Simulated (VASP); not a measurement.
Here is a VASP 6.6.1 calculation.

Contents of INCAR:

```
SYSTEM = Sb
ALGO     = Normal         ! electronic algorithm
EDIFF    = 1E-6           ! SCF threshold, eV
EDIFFG   = -0.005         ! ionic threshold
ENCUT    = 600            ! plane-wave cutoff, eV
GGA      = CA             ! functional
IBRION   = 2              ! ionic algorithm
ISIF     = 3              ! what is computed and relaxed
ISMEAR   = -1             ! smearing method
LASPH    = .TRUE.         ! aspherical terms in the spheres
LCHARG   = .FALSE.        ! write CHGCAR
LREAL    = .FALSE.        ! projectors in reciprocal space
LWAVE    = .FALSE.        ! write WAVECAR
NELM     = 80             ! most SCF steps
NSW      = 32             ! ionic steps
PREC     = Accurate       ! precision mode
PSTRESS  = 540.0        
SIGMA    = 0.08           ! smearing width, eV
```

KPOINTS

```
k-points
0
G
  16 16 16
  0 0 0
```

The input POSCAR:

```
Sb
1.0
   -1.6532603971      1.6532603971      1.6532603971
    1.6532603971     -1.6532603971      1.6532603971
    1.6532603971      1.6532603971     -1.6532603971
Sb
1
Direct
    0.0000000000      0.0000000000      0.0000000000
```

Potentials or basis: VASP PAW LDA potentials, release 64 (Sb).

The run is started by

```console
$ cat potpaw_LDA.64/Sb/POTCAR > POTCAR
$ mpirun -np 1 vasp_std > vasp.out
```

Q: Predict the relaxed cell.

A: a = 2.869 Å, b = 2.869 Å, c = 2.869 Å, α = 109.47°, β = 109.47°, γ = 109.47°.

Q: Predict the space group after relaxing (to 0.1 Å).

A: Im-3m (No. 229).

Q: Estimate the relaxed volume.

A: 18.18 Å³/atom.

Step by step:
| step | energy change (eV) | largest force (eV/Å) | pressure (GPa) | volume (Å³) |
| --- | --- | --- | --- | --- |
| 1 | 0.0000 | 0.0000 | 55.71 | 18.08 |
| 2 | -0.1646 | 0.0000 | 48.01 | 18.58 |
| 3 | -0.0371 | 0.0000 | 53.98 | 18.18 |

Caveat: the cell is relaxed towards a set pressure, so the run minimises the enthalpy, not the energy.
